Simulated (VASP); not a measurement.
# Rb (Fm-3m) in VASP: single point with HSE06

Aim: the single point of Rb with HSE06.

All numbers are computed with VASP 6.6.1; they aren't measurements. Logs are shortened: lines on timing, memory, paths and dates and some standing lists are left out, and cuts for length are marked.

## 1. The cell of the first run

It takes space group Fm-3m (No. 225, cubic). Conventional cell: a = 7.229 Å, b = 7.229 Å, c = 7.229 Å, α = 90.00°, β = 90.00°, γ = 90.00°.

This isn't the form of Rb at room conditions, which is bcc.

## 2. Single point, HSE06 (94.43 Å³/atom)

Input file POSCAR:

```
Rb
1.0
    0.0000000000      3.6143073399      3.6143073399
    3.6143073399      0.0000000000      3.6143073399
    3.6143073399      3.6143073399      0.0000000000
Rb
1
Direct
    0.0000000000      0.0000000000      0.0000000000
```

Input file INCAR.step1:

```
  PREC = Accurate
  ENCUT = 400
  EDIFF = 1E-5
  ISMEAR = 0
  SIGMA = 0.05
  LREAL = False
  LASPH = True
  NELM = 120
  ALGO = Normal
  ISIF = 2
  LWAVE = True
  LCHARG = False
  GGA = PE
  NBANDS = 10
  GGA_COMPAT = False
```

Input file INCAR.step2:

```
  PREC = Accurate
  ENCUT = 400
  EDIFF = 1E-6
  ISMEAR = 0
  SIGMA = 0.05
  LREAL = False
  LASPH = True
  NELM = 120
  ALGO = Normal
  ISIF = 2
  LWAVE = False
  LCHARG = False
  GGA = PE
  LHFCALC = True
  HFSCREEN = 0.2079
  PRECFOCK = Normal
  ISTART = 1
  NBANDS = 10
  GGA_COMPAT = False
```

Input file KPOINTS:

```
regular mesh
0
Gamma
  6 6 6
```

Potentials or basis: VASP PAW PBE potentials, release 64 (Rb_sv).

On the command line:

```
> cat potpaw_PBE.64/Rb_sv/POTCAR > POTCAR
> cp INCAR.step1 INCAR
> mpirun -np 1 vasp_std > vasp.out
> cp INCAR.step2 INCAR
> mpirun -np 1 vasp_std > vasp.out
```

OUTCAR:

```text
PREC = Accurate
   ENCUT = 400
   EDIFF = 1E-6
   ISMEAR = 0
   LREAL = False
   LASPH = True
   NELM = 120
   ISIF = 2
   GGA = PE
   LHFCALC = True
   HFSCREEN = 0.2079
   PRECFOCK = Normal
   ISTART = 1

 ion  position               nearest neighbor table
   1  0.000  0.000  0.000-

  LATTYP: Found a face centered cubic cell.
 ALAT       =     7.2286146798

  Lattice vectors:

 A1 = (   0.0000000000,   3.6143073399,   3.6143073399)
 A2 = (   3.6143073399,   0.0000000000,   3.6143073399)
 A3 = (   3.6143073399,   3.6143073399,   0.0000000000)

Analysis of symmetry for initial positions (statically):
=====================================================================
 Subroutine PRICEL returns:
 Original cell was already a primitive cell.

 Routine SETGRP: Setting up the symmetry group for a
 face centered cubic supercell.

 Subroutine GETGRP returns: Found 48 space group operations
 (whereof 48 operations were pure point group operations)
 out of a pool of 48 trial point group operations.

The static configuration has the point symmetry O_h .

Analysis of symmetry for dynamics (positions and initial velocities):
=====================================================================
 Subroutine PRICEL returns:
 Original cell was already a primitive cell.

 Routine SETGRP: Setting up the symmetry group for a
 face centered cubic supercell.

 Subroutine GETGRP returns: Found 48 space group operations
 (whereof 48 operations were pure point group operations)
 out of a pool of 48 trial point group operations.

The dynamic configuration has the point symmetry O_h .

 Subroutine INISYM returns: Found 48 space group operations
 (whereof 48 operations are pure point group operations),
 and found     1 'primitive' translations

----------------------------------------------------------------------------------------

                                     Primitive cell

  volume of cell :      94.4290

  direct lattice vectors                    reciprocal lattice vectors
     0.000000000  3.614307340  3.614307340    -0.138339093  0.138339093  0.138339093
     3.614307340  0.000000000  3.614307340     0.138339093 -0.138339093  0.138339093
     3.614307340  3.614307340  0.000000000     0.138339093  0.138339093 -0.138339093

  length of vectors
     5.111402459  5.111402459  5.111402459     0.239610338  0.239610338  0.239610338

  position of ions in fractional coordinates (direct lattice)
     0.000000000  0.000000000  0.000000000

  ion indices of the primitive-cell ions
   primitive index   ion index
                 1           1

----------------------------------------------------------------------------------------

 KPOINTS: regular mesh

Automatic generation of k-mesh.
 Grid dimensions read from file:
 generate k-points for:    6    6    6

 Generating k-lattice:

  Cartesian coordinates                     Fractional coordinates (reciprocal lattice)
    -0.023056516  0.023056516  0.023056516     0.166666667  0.000000000  0.000000000
     0.023056516 -0.023056516  0.023056516     0.000000000  0.166666667  0.000000000
     0.023056516  0.023056516 -0.023056516     0.000000000  0.000000000  0.166666667

  Length of vectors
     0.039935056  0.039935056  0.039935056

  Shift w.r.t. Gamma in fractional coordinates (k-lattice)
     0.000000000  0.000000000  0.000000000

 Subroutine IBZKPT returns following result:
 ===========================================

 Found     16 irreducible k-points:

 Following reciprocal coordinates:
            Coordinates               Weight
  0.000000  0.000000  0.000000      1.000000
  0.166667  0.000000  0.000000      8.000000
  0.333333  0.000000  0.000000      8.000000
  0.500000  0.000000  0.000000      4.000000
  0.166667  0.166667  0.000000      6.000000
  0.333333  0.166667  0.000000     24.000000
[... 8 lines left out ...]
 -0.333333  0.333333  0.166667     24.000000
 -0.333333  0.500000  0.166667     12.000000
   k-points           NKPTS =     16   k-points in BZ     NKDIM =    216   number of bands    NBANDS=     10
   number of dos      NEDOS =    301   number of ions     NIONS =      1
   total plane-waves  NPLWV =  46656
   dimension x,y,z NGX =    36 NGY =   36 NGZ =   36
   dimension x,y,z NGXF=    72 NGYF=   72 NGZF=   72
   ions per type =               1
   NGX,Y,Z   is equivalent  to a cutoff of  11.71, 11.71, 11.71 a.u.
   NGXF,Y,Z  is equivalent  to a cutoff of  23.42, 23.42, 23.42 a.u.
 SYSTEM =  unknown system
   PREC   = accura    normal or accurate (medium, high low for compatibility)
   ISTART =      1    job   : 0-new  1-cont  2-samecut
   ICHARG =      0    charge: 1-file 2-atom 10-const
   ISPIN  =      1    spin polarized calculation?
   LNONCOLLINEAR =      F non collinear calculations
   LSORBIT =      F    spin-orbit coupling
   LASPH  =      T    aspherical Exc in radial PAW
   ENCUT  =  400.0 eV  29.40 Ry    5.42 a.u.   8.34  8.34  8.34*2*pi/ulx,y,z
   NELM   =    120;   NELMIN=  2; NELMDL=  0     # of ELM steps
   EDIFF  = 0.1E-05   stopping-criterion for ELM
   LREAL  =      F    real-space projection
   EDIFFG = 0.1E-04   stopping-criterion for IOM
   NSW    =      0    number of steps for IOM
   IBRION =     -1    ionic relax: 0-MD 1-quasi-New 2-CG
   NFREE  =      0    steps in history (QN), initial steepest desc. (CG)
   ISIF   =      2    stress and relaxation
   ISYM   =      3    0-nonsym 1-usesym 2-fastsym
   POTIM  = 0.5000    time-step for ionic-motion
   TEBEG  =    0.0;   TEEND  =   0.0 temperature during run
   PSTRESS=    0.0 pullay stress
   NELECT =       9.0000    total number of electrons
   NUPDOWN=      -1.0000    fix difference up-down
   EMIN   =  10.00;   EMAX   =-10.00  energy-range for DOS
   EFERMI =   0.00;   METHOD = LEGACY
   ISMEAR =     0;   SIGMA  =   0.05  broadening in eV -4-tet -1-fermi 0-gaus
   EFERMI_NEDOS =   21; number of points for ismear=-14 and -15
   IALGO  =     38    algorithm
   IMIX   =      1    mixing-type and parameters
     AMIX     =   0.40;   BMIX     =  1.00
     AMIX_MAG =   1.60;   BMIX_MAG =  1.00
  volume/ion in A,a.u.               =      94.43       637.24
  Fermi-wavevector in a.u.,A,eV,Ry     =   0.747803  1.413143  7.608507  0.559209
  Thomas-Fermi vector in A             =   1.843943
   LORBIT       =      0    0 simple, 1 ext, 2 COOP (PROOUT), +10 PAW based schemes
   GGA     = PE    functional components
   LHFCALC =     T    Hartree Fock is set to
   PRECFOCK=normal    Normal, Fast or Accurate (Low or Medium for compatibility)
   ENCUT4O =  -1.0   cutoff for four orbital integrals eV
   NKREDX  =     1    reduce k-point grid by
   NKREDY  =     1    reduce k-point grid by
   NKREDZ  =     1    reduce k-point grid by
   AEXX    =    0.2500 exact exchange contribution
   HFSCREEN=    0.2079 screening length (either q_TF or 0.3 A-1)
   HFSCREENC=   0.2079 screening length for correlation (either q_TF or 0.3 A-1)
   ENCUTFOCK=  -1.0 apply spherical cutoff to Coloumb kernel
   IVDW    =     0    specifies the selected vdW correction
   LEPSILON=     F    determine dielectric tensor
   LRPA    =     F    only Hartree local field effects (RPA)
 non-spin polarized calculation
 Gauss-broadening in eV      SIGMA  =   0.05
  energy-cutoff  :      400.00
  volume of cell :       94.43
 maximum number of plane-waves:      1736
 NGX is ok and might be reduce to    36
  NGX = 28; NGY = 28; NGZ = 28

 number of electron       9.0000000 magnetization

 Free energy of the ion-electron system (eV)
  ---------------------------------------------------
  ext. energy  EPLUGINS =         0.00000000
  ---------------------------------------------------
  free energy    TOTEN  =        -0.99810338 eV

  energy without entropy =       -0.99584563  energy(sigma->0) =       -0.99697450

 E-fermi :  -0.1576     XC(G=0):  -4.6511

 val. band max:       -0.1863224264   @ k =   0.5000   0.3333   0.1667
 cond. band min:       0.1432480694   @ k =   0.5000   0.1667   0.0000
 fundamental gap:      0.3295704958
 Fermi energy:        -0.1575852439

 k-point     1 :       0.0000    0.0000    0.0000
  band No.  band energies     occupation
      1     -31.4991      2.00000
      2     -14.3721      2.00000
      3     -14.3721      2.00000
      4     -14.3721      2.00000
      5      -2.2661      2.00000
      6       3.9390      0.00000
      7       3.9390      0.00000
      8       3.9390      0.00000
      9       5.3517      0.00000
     10       5.3517      0.00000

 k-point     2 :       0.1667    0.0000    0.0000
  band No.  band energies     occupation
      1     -31.4983      2.00000
      2     -14.3940      2.00000
      3     -14.3750      2.00000
      4     -14.3750      2.00000
      5      -1.9175      2.00000
      6       3.1469      0.00000
      7       4.0259      0.00000
      8       4.0259      0.00000
      9       5.0819      0.00000
     10       5.0819      0.00000

 k-point     3 :       0.3333    0.0000    0.0000
  band No.  band energies     occupation
      1     -31.4966      2.00000
      2     -14.4367      2.00000
      3     -14.3808      2.00000
      4     -14.3808      2.00000
      5      -0.9600      2.00000
      6       1.8404      0.00000
      7       3.8611      0.00000
      8       3.8611      0.00000
      9       5.4734      0.00000
     10       5.4734      0.00000

 k-point     4 :       0.5000    0.0000    0.0000
  band No.  band energies     occupation
      1     -31.4958      2.00000
      2     -14.4575      2.00000
      3     -14.3836      2.00000
      4     -14.3836      2.00000
      5       0.1869      0.00000
      6       0.6126      0.00000
      7       3.7072      0.00000
      8       3.7072      0.00000
      9       5.8480      0.00000
     10       5.9201      0.00000
[... 118 lines left out ...]
 k-point    14 :       0.5000    0.3333    0.1667
  band No.  band energies     occupation
      1     -31.4955      2.00000
      2     -14.4356      2.00000
      3     -14.4061      2.00000
      4     -14.3909      2.00000
      5      -0.1863      1.58367
      6       2.0464      0.00000
      7       2.3597      0.00000
      8       3.7821      0.00000
      9       4.8926      0.00000
     10       5.6678      0.00000

 k-point    15 :      -0.3333    0.3333    0.1667
  band No.  band energies     occupation
      1     -31.4949      2.00000
      2     -14.4378      2.00000
      3     -14.4164      2.00000
      4     -14.3956      2.00000
      5       0.9654      0.00000
      6       1.0500      0.00000
      7       2.2126      0.00000
      8       3.3678      0.00000
      9       5.0232      0.00000
     10       5.8651      0.00000

 k-point    16 :      -0.3333    0.5000    0.1667
  band No.  band energies     occupation
      1     -31.4947      2.00000
      2     -14.4396      2.00000
      3     -14.4149      2.00000
      4     -14.4034      2.00000
      5       1.1029      0.00000
      6       1.5245      0.00000
      7       1.8329      0.00000
      8       3.0332      0.00000
      9       5.2256      0.00000
     10       5.9193      0.00000

------------------------ aborting loop because EDIFF is reached ----------------------------------------

  FORCE on cell =-STRESS in cart. coord.  units (eV):
  Direction    XX          YY          ZZ          XY          YZ          ZX
  --------------------------------------------------------------------------------------
  -------------------------------------------------------------------------------------
  Total       -0.0060054     -0.0060054     -0.0060054      0.0000000     -0.0000000     -0.0000000
  in kB       -0.1018938     -0.1018938     -0.1018938      0.0000000     -0.0000000     -0.0000000
  external PRESSURE =      -0.1018938 kB  Pullay stress =       0.0000000 kB

 VOLUME and BASIS-vectors are now :
 -----------------------------------------------------------------------------
  energy-cutoff  :      400.00
  volume of cell :       94.43
      direct lattice vectors                 reciprocal lattice vectors
     0.000000000  3.614307340  3.614307340    -0.138339093  0.138339093  0.138339093
     3.614307340  0.000000000  3.614307340     0.138339093 -0.138339093  0.138339093
     3.614307340  3.614307340  0.000000000     0.138339093  0.138339093 -0.138339093

 POSITION                                       TOTAL-FORCE (eV/Angst)
 -----------------------------------------------------------------------------------
      0.00000      0.00000      0.00000         0.000000      0.000000      0.000000
 -----------------------------------------------------------------------------------
    total drift:                               -0.000000     -0.000000      0.000000

  FREE ENERGIE OF THE ION-ELECTRON SYSTEM (eV)
  ---------------------------------------------------
  free  energy   TOTEN  =        -0.9981033793 eV

  energy  without entropy=       -0.9958456263  energy(sigma->0) =       -0.99697450
```

It took 20 min on 1 thread of Intel Xeon Platinum 8259CL at 2.50GHz (Skylake/Cascade Lake), shared host; peak memory 0.32 GiB.

Results:

```yaml
Free_energy: -0.9981 eV
Pressure: 0.0 GPa
Band_gap_on_the_k_mesh: zero (an odd number of electrons rules out a gap without spin polarisation)
```

Caveat: the PAW data sets were made with another functional, which shifts forces and pressure a little.

The gap in the log of VASP goes by the Fermi energy; the results here count the filled bands.